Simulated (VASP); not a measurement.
# SrO: relaxation of cell and atoms with PBE+D3(BJ)

The system is SrO.

```
Sr O
1.0
     4.29032    0.00000    0.00000
    -2.14516    3.71552    0.00000
     0.00000    0.00000    5.18415
Sr O
2 2
Direct
  0.33333 0.66667 0.93750
  0.66667 0.33333 0.43750
  0.33333 0.66667 0.43750
  0.66667 0.33333 0.93750
```

```json
{"Program": "VASP 6.6.1", "Task": "relaxation of cell and atoms", "Functional": "PBE", "Dispersion": "D3(BJ)", "Potentials or basis": "VASP PAW PBE potentials, release 64 (Sr_sv, O)", "Cutoff": "600 eV", "k mesh": "6 × 6 × 6", "Occupations": "gaussian, width 0.02 eV", "Spin": "no spin polarisation", "Dipole correction": "no", "Further INCAR settings": "ALGO = Normal; EDIFF = 1e-06; IBRION = 2; EDIFFG = -0.005; NSW = 70; ISIF = 3"}
```

* Relaxed volume: 20.30 Å³/atom
* Relaxed cell: a = 4.264 Å, b = 4.264 Å, c = 5.159 Å, α = 90.00°, β = 90.00°, γ = 120.00°
* Space group after relaxing (to 0.05 Å): P6_3/mmc (No. 194)
* Energy gained by relaxing: 1.4 meV/atom
* Ionic steps: 6
* Pressure after relaxing: 0.0 GPa
* Band gap on the k mesh: 2.66 eV, direct
* Dispersion energy per atom: -0.204 eV

The path:
```
step  energy change (eV)  largest force (eV/Å)  pressure (GPa)  volume (Å³)
   1              0.0000                0.0000           -1.23        82.64
   2             -0.0052                0.0000            0.39        80.76
   3             -0.0057                0.0000            0.00        81.18
   4             -0.0057                0.0000           -0.01        81.21
   5             -0.0057                0.0000           -0.03        81.21
   6             -0.0057                0.0000           -0.03        81.21
```

Final structure:
```
Sr O
1.0
     4.26352    0.00000    0.00000
    -2.13176    3.69232    0.00000
     0.00000    0.00000    5.15856
Sr O
2 2
Direct
  0.33333 0.66667 0.93750
  0.66667 0.33333 0.43750
  0.33333 0.66667 0.43750
  0.66667 0.33333 0.93750
```

Levels at points of the mesh, in eV from the valence-band top:
| k point | band 14 | band 15 | band 16 | band 17 | band 18 | band 19 |
| --- | --- | --- | --- | --- | --- | --- |
| (0.00, 0.00, 0.00) | -0.89 | -0.34 | 0.00 | 2.66 | 6.14 | 6.14 |
| (0.50, 0.00, 0.00) | -0.36 | -0.34 | -0.26 | 4.31 | 4.84 | 5.07 |
| (0.00, 0.00, 0.50) | -1.09 | -1.09 | -1.09 | 4.35 | 4.35 | 7.87 |
| (0.50, 0.00, 0.50) | -0.89 | -0.43 | -0.43 | 4.94 | 4.94 | 7.40 |

Run time: 4.2 min on 1 thread of AMD EPYC 7R43 64-Core Processor (Zen 3), on a shared host, peak memory 0.24 GiB.

A k mesh can miss the band edges. As with any semilocal functional, this PBE gap is likely too small.
